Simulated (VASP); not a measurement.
# Si2Mo (I4/mmm) in VASP: single point with PBE

Aim: the single point of Si2Mo with PBE.

Program: VASP 6.6.1. These are calculated values, not measurements. Logs are shortened: lines on timing, memory, paths and dates and some standing lists are left out, and cuts for length are marked.

## (1) The cell of the first run

It takes space group I4/mmm (No. 139, tetragonal). Conventional cell: a = 3.200 Å, b = 3.200 Å, c = 8.097 Å, α = 90.00°, β = 90.00°, γ = 90.00°. Within 3.5 Å of Si (site symmetry 4mm) lie 9 Si at 2.63 to 3.20 Å and 5 Mo at 2.64 to 2.70 Å. Within 3.5 Å of Mo (site symmetry 4/mmm) lie 10 Si at 2.64 to 2.70 Å and 4 Mo at 3.20 Å.

## (2) Single point, PBE (zz strain of +3 %)

File INCAR:

```
PREC = Accurate
ENCUT = 520
EDIFF = 1E-6
ISMEAR = -1
SIGMA = 0.03
LREAL = False
LASPH = True
NELM = 80
ALGO = Normal
ISIF = 2
LWAVE = False
LCHARG = True
GGA = PE
LELF = True
LVHAR = True
ISYM = 0
NBANDS = 18
```

File KPOINTS:

```
Automatic mesh
0
Gamma
  12 12 16
```

File POSCAR:

```
Si2Mo
1.0
   -1.6000000000      1.6000000000      4.0484150000
    1.6000000000     -1.6000000000      4.0484150000
    1.6000000000      1.6000000000     -4.0484150000
Si Mo
2 1
Direct
    0.3330000000      0.3330000000      0.0000000000
    0.6670000000      0.6670000000      0.0000000000
    0.0000000000      0.0000000000      0.0000000000
```

Potentials or basis: VASP PAW PBE potentials, release 64 (Si, Mo_sv).

On the command line:

```sh
cat potpaw_PBE.64/Si/POTCAR potpaw_PBE.64/Mo_sv/POTCAR > POTCAR
mpirun -np 1 vasp_std > vasp.out
```

OUTCAR:

```text
PREC = Accurate
   ENCUT = 520
   EDIFF = 1E-6
   ISMEAR = -1
   LREAL = False
   LASPH = True
   NELM = 80
   ISIF = 2
   GGA = PE
   ISYM = 0

 ion  position               nearest neighbor table
   1  0.333  0.333  0.000-   2 2.63   2 2.63   2 2.63   2 2.63   3 2.64   3 2.64   3 2.64   3 2.64
                             3 2.70   2 2.70
   2  0.667  0.667  0.000-   1 2.63   1 2.63   1 2.63   1 2.63   3 2.64   3 2.64   3 2.64   3 2.64
                             3 2.70   1 2.70
   3  0.000  0.000  0.000-   2 2.64   2 2.64   1 2.64   2 2.64   1 2.64   1 2.64   2 2.64   1 2.64
                             1 2.70   2 2.70

IMPORTANT INFORMATION: All symmetrisations will be switched off!
NOSYMM: (Re-)initialisation of all symmetry stuff for point group C_1.

----------------------------------------------------------------------------------------

                                     Primitive cell

  volume of cell :      41.4558

  direct lattice vectors                    reciprocal lattice vectors
    -1.600000000  1.600000000  4.048415000     0.000000000  0.312500000  0.123505125
     1.600000000 -1.600000000  4.048415000     0.312500000  0.000000000  0.123505125
     1.600000000  1.600000000 -4.048415000     0.312500000  0.312500000  0.000000000

  length of vectors
     4.637851228  4.637851228  4.637851228     0.336020484  0.336020484  0.441941738

  position of ions in fractional coordinates (direct lattice)
     0.333000000  0.333000000  0.000000000
     0.667000000  0.667000000  0.000000000
     0.000000000  0.000000000  0.000000000

  ion indices of the primitive-cell ions
   primitive index   ion index
                 1           1
                 2           2
                 3           3

----------------------------------------------------------------------------------------

 KPOINTS: Automatic mesh

Automatic generation of k-mesh.
 Grid dimensions read from file:
 generate k-points for:   12   12   16

 Generating k-lattice:

  Cartesian coordinates                     Fractional coordinates (reciprocal lattice)
     0.000000000  0.026041667  0.010292094     0.083333333  0.000000000 -0.000000000
     0.026041667  0.000000000  0.010292094     0.000000000  0.083333333 -0.000000000
     0.019531250  0.019531250  0.000000000     0.000000000  0.000000000  0.062500000

  Length of vectors
     0.028001707  0.028001707  0.027621359

  Shift w.r.t. Gamma in fractional coordinates (k-lattice)
     0.000000000  0.000000000  0.000000000

 -----------------------------------------------------------------------------
|                                                                             |
|           W    W    AA    RRRRR   N    N  II  N    N   GGGG   !!!           |
|           W    W   A  A   R    R  NN   N  II  NN   N  G    G  !!!           |
|           W    W  A    A  R    R  N N  N  II  N N  N  G       !!!           |
|           W WW W  AAAAAA  RRRRR   N  N N  II  N  N N  G  GGG   !            |
|           WW  WW  A    A  R   R   N   NN  II  N   NN  G    G                |
|           W    W  A    A  R    R  N    N  II  N    N   GGGG   !!!           |
|                                                                             |
|     Your reciprocal lattice and k-lattice belong to different lattice       |
|     classes:                                                                |
|                                                                             |
|        The reciprocal lattice is body-centered tetragonal,                  |
|        whereas your k-lattice is base-centered monoclinic.                  |
|                                                                             |
|     Results are often still useful ...                                      |
|                                                                             |
 -----------------------------------------------------------------------------

 WARNING: IBZKPT: internal override: KBLOWUP is changed to .FALSE.
      ... skipping the blow-up phase ...

 Subroutine IBZKPT returns following result:
 ===========================================

 Found   1156 irreducible k-points:

 Following reciprocal coordinates:
            Coordinates               Weight
  0.000000  0.000000  0.000000      1.000000
  0.083333 -0.000000  0.000000      2.000000
  0.166667 -0.000000  0.000000      2.000000
  0.250000 -0.000000  0.000000      2.000000
  0.333333 -0.000000  0.000000      2.000000
  0.416667 -0.000000  0.000000      2.000000
[... 16 lines left out ...]
  0.250000  0.166667  0.000000      2.000000
  0.333333  0.166667  0.000000      2.000000
 [... further k-points ...]
   k-points           NKPTS =   1156   k-points in BZ     NKDIM =   1156   number of bands    NBANDS=     18
   number of dos      NEDOS =    301   number of ions     NIONS =      3
   total plane-waves  NPLWV =  46656
   dimension x,y,z NGX =    36 NGY =   36 NGZ =   36
   dimension x,y,z NGXF=    72 NGYF=   72 NGZF=   72
   ions per type =               2   1
   NGX,Y,Z   is equivalent  to a cutoff of  12.90, 12.90, 12.90 a.u.
   NGXF,Y,Z  is equivalent  to a cutoff of  25.81, 25.81, 25.81 a.u.
 SYSTEM =  unknown system
   PREC   = accura    normal or accurate (medium, high low for compatibility)
   ISTART =      0    job   : 0-new  1-cont  2-samecut
   ICHARG =      2    charge: 1-file 2-atom 10-const
   ISPIN  =      1    spin polarized calculation?
   LNONCOLLINEAR =      F non collinear calculations
   LSORBIT =      F    spin-orbit coupling
   LASPH  =      T    aspherical Exc in radial PAW
   ENCUT  =  520.0 eV  38.22 Ry    6.18 a.u.   8.62  8.62  8.62*2*pi/ulx,y,z
   NELM   =     80;   NELMIN=  2; NELMDL= -5     # of ELM steps
   EDIFF  = 0.1E-05   stopping-criterion for ELM
   LREAL  =      F    real-space projection
   EDIFFG = 0.1E-04   stopping-criterion for IOM
   NSW    =      0    number of steps for IOM
   IBRION =     -1    ionic relax: 0-MD 1-quasi-New 2-CG
   NFREE  =      0    steps in history (QN), initial steepest desc. (CG)
   ISIF   =      2    stress and relaxation
   ISYM   =      0    0-nonsym 1-usesym 2-fastsym
   POTIM  = 0.5000    time-step for ionic-motion
   TEBEG  =    0.0;   TEEND  =   0.0 temperature during run
   PSTRESS=    0.0 pullay stress
   NELECT =      22.0000    total number of electrons
   NUPDOWN=      -1.0000    fix difference up-down
   EMIN   =  10.00;   EMAX   =-10.00  energy-range for DOS
   EFERMI =   0.00;   METHOD = LEGACY
   ISMEAR =    -1;   SIGMA  =   0.03  broadening in eV -4-tet -1-fermi 0-gaus
   EFERMI_NEDOS =   21; number of points for ismear=-14 and -15
   IALGO  =     38    algorithm
   IMIX   =      4    mixing-type and parameters
     AMIX     =   0.40;   BMIX     =  1.00
     AMIX_MAG =   1.60;   BMIX_MAG =  1.00
  volume/ion in A,a.u.               =      13.82        93.25
  Fermi-wavevector in a.u.,A,eV,Ry     =   1.325422  2.504684 23.901934  1.756743
  Thomas-Fermi vector in A             =   2.454884
   LORBIT       =      0    0 simple, 1 ext, 2 COOP (PROOUT), +10 PAW based schemes
   GGA     = PE    functional components
   LHFCALC =     F    Hartree Fock is set to
   AEXX    =    0.0000 exact exchange contribution
   IVDW    =     0    specifies the selected vdW correction
   LEPSILON=     F    determine dielectric tensor
   LRPA    =     F    only Hartree local field effects (RPA)
 non-spin polarized calculation
  energy-cutoff  :      520.00
  volume of cell :       41.46
 maximum number of plane-waves:      1136
   NGX = 17   NGY = 17   NGZ = 17

 number of electron      22.0000001 magnetization

 Free energy of the ion-electron system (eV)
  ---------------------------------------------------
  ext. energy  EPLUGINS =         0.00000000
  ---------------------------------------------------
  free energy    TOTEN  =       -23.21172153 eV

  energy without entropy =      -23.21090419  energy(sigma->0) =      -23.21131286

 E-fermi :  11.9150     XC(G=0): -12.2912

 val. band max:       11.9073944771   @ k =   0.5000   0.4167   0.3750
 cond. band min:      11.9427819077   @ k =   0.4167  -0.3333   0.3750
 fundamental gap:      0.0353874307
 Fermi energy:        11.9150232866

 k-point     1 :       0.0000    0.0000    0.0000
  band No.  band energies     occupation
      1     -48.9283      2.00000
      2     -23.0920      2.00000
      3     -22.9660      2.00000
      4     -22.9657      2.00000
      5      -1.4150      2.00000
      6       5.6415      2.00000
[... 10 lines left out ...]
     17      16.5833      0.00000
     18      16.5834      0.00000

 k-point     2 :       0.0833   -0.0000    0.0000
  band No.  band energies     occupation
      1     -48.9271      2.00000
      2     -23.0906      2.00000
      3     -22.9829      2.00000
      4     -22.9643      2.00000
      5      -1.2914      2.00000
      6       5.6352      2.00000
[... 10 lines left out ...]
     17      16.7920      0.00000
     18      17.4387      0.00000

 k-point     3 :       0.1667   -0.0000    0.0000
  band No.  band energies     occupation
      1     -48.9238      2.00000
      2     -23.0866      2.00000
      3     -23.0291      2.00000
      4     -22.9599      2.00000
      5      -0.9267      2.00000
      6       5.5561      2.00000
[... 10 lines left out ...]
     17      17.6555      0.00000
     18      19.0317      0.00000

 k-point     4 :       0.2500   -0.0000    0.0000
  band No.  band energies     occupation
      1     -48.9193      2.00000
      2     -23.0920      2.00000
      3     -23.0808      2.00000
      4     -22.9541      2.00000
      5      -0.3389      2.00000
      6       5.2017      2.00000
[... 375 lines left out ...]
      4     -23.0194      2.00000
      5      -0.3412      2.00000
      6       5.0123      2.00000
[... 10 lines left out ...]
     17      18.5701      0.00000
     18      19.6881      0.00000

 k-point    23 :       0.2500    0.1667    0.0000
  band No.  band energies     occupation
      1     -48.9148      2.00000
      2     -23.0849      2.00000
      3     -23.0762      2.00000
      4     -23.0154      2.00000
      5       0.2640      2.00000
      6       4.7631      2.00000
[... 10 lines left out ...]
     17      18.5297      0.00000
     18      20.2770      0.00000

 k-point    24 :       0.3333    0.1667    0.0000
  band No.  band energies     occupation
      1     -48.9103      2.00000
      2     -23.1453      2.00000
      3     -23.0707      2.00000
      4     -23.0087      2.00000
      5       1.0367      2.00000
      6       4.3067      2.00000
[... 10 lines left out ...]
     17      19.1987      0.00000
     18      20.1431      0.00000

 [... further k-points ...]

------------------------ aborting loop because EDIFF is reached ----------------------------------------

  FORCE on cell =-STRESS in cart. coord.  units (eV):
  Direction    XX          YY          ZZ          XY          YZ          ZX
  --------------------------------------------------------------------------------------
  -------------------------------------------------------------------------------------
  Total        0.0198776      0.0198771     -3.1077524     -0.0001227     -0.0013341     -0.0013338
  in kB        0.7682253      0.7682070   -120.1080191     -0.0047414     -0.0515606     -0.0515488
  external PRESSURE =     -39.5238622 kB  Pullay stress =       0.0000000 kB

 VOLUME and BASIS-vectors are now :
 -----------------------------------------------------------------------------
  energy-cutoff  :      520.00
  volume of cell :       41.46
      direct lattice vectors                 reciprocal lattice vectors
    -1.600000000  1.600000000  4.048415000     0.000000000  0.312500000  0.123505125
     1.600000000 -1.600000000  4.048415000     0.312500000  0.000000000  0.123505125
     1.600000000  1.600000000 -4.048415000     0.312500000  0.312500000  0.000000000

 POSITION                                       TOTAL-FORCE (eV/Angst)
 -----------------------------------------------------------------------------------
      0.00000      0.00000      2.69624         0.000375      0.000375      0.340405
      0.00000      0.00000      5.40059        -0.000375     -0.000375     -0.340405
      0.00000      0.00000      0.00000         0.000000     -0.000000     -0.000000
 -----------------------------------------------------------------------------------
    total drift:                                0.000000     -0.000000      0.000000

  FREE ENERGIE OF THE ION-ELECTRON SYSTEM (eV)
  ---------------------------------------------------
  free  energy   TOTEN  =       -23.2117215294 eV

  energy  without entropy=      -23.2109041861  energy(sigma->0) =      -23.21131286
```

Run time: 6.9 min. Hardware: 1 thread of Intel Xeon 6975P-C (Granite Rapids), shared host; peak memory 0.85 GiB.

Results:

```
Free energy            : -23.2117 eV
Pressure               : -4.0 GPa
Largest force          : 0.340 eV/Å
Band gap on the k mesh : zero (bands 11 and 12 overlap by 0.94 eV)
```

Forces on the atoms (eV/Å):
```
Si   0.000  0.000  0.340
Si   0.000  0.000 -0.340
Mo   0.000  0.000  0.000
```

Levels at points of the mesh, in eV from the Fermi level:
| k point | band 8 | band 9 | band 10 | band 11 | band 12 | band 13 | band 14 | band 15 |
| --- | --- | --- | --- | --- | --- | --- | --- | --- |
| (0.00, 0.00, 0.00) | -2.99 | -2.52 | -2.52 | 0.47 | 3.00 | 3.16 | 3.67 | 3.69 |
| (0.50, 0.00, 0.00) | -4.50 | -2.63 | -2.35 | -0.47 | 2.19 | 3.06 | 3.60 | 3.82 |
| (0.00, 0.50, 0.00) | -4.50 | -2.63 | -2.35 | -0.47 | 2.19 | 3.06 | 3.60 | 3.82 |
| (0.50, 0.50, 0.00) | -5.35 | -4.41 | -3.19 | -1.17 | 2.28 | 2.45 | 2.55 | 2.80 |
| (0.00, 0.00, 0.50) | -5.35 | -4.41 | -3.19 | -1.17 | 2.28 | 2.45 | 2.55 | 2.80 |
| (0.50, 0.00, 0.50) | -4.50 | -2.63 | -2.35 | -0.47 | 2.19 | 3.06 | 3.60 | 3.82 |
| (0.00, 0.50, 0.50) | -4.50 | -2.63 | -2.35 | -0.47 | 2.19 | 3.06 | 3.60 | 3.82 |
| (0.50, 0.50, 0.50) | -2.26 | -0.65 | -0.65 | -0.41 | -0.41 | 0.58 | 3.92 | 4.64 |

Caveat: the cell differs from its parent crystal (zz strain of +3 %); the stress differs along the axes, from -12 to 0 GPa.

The gap in the log of VASP goes by the Fermi energy; the results here count the filled bands.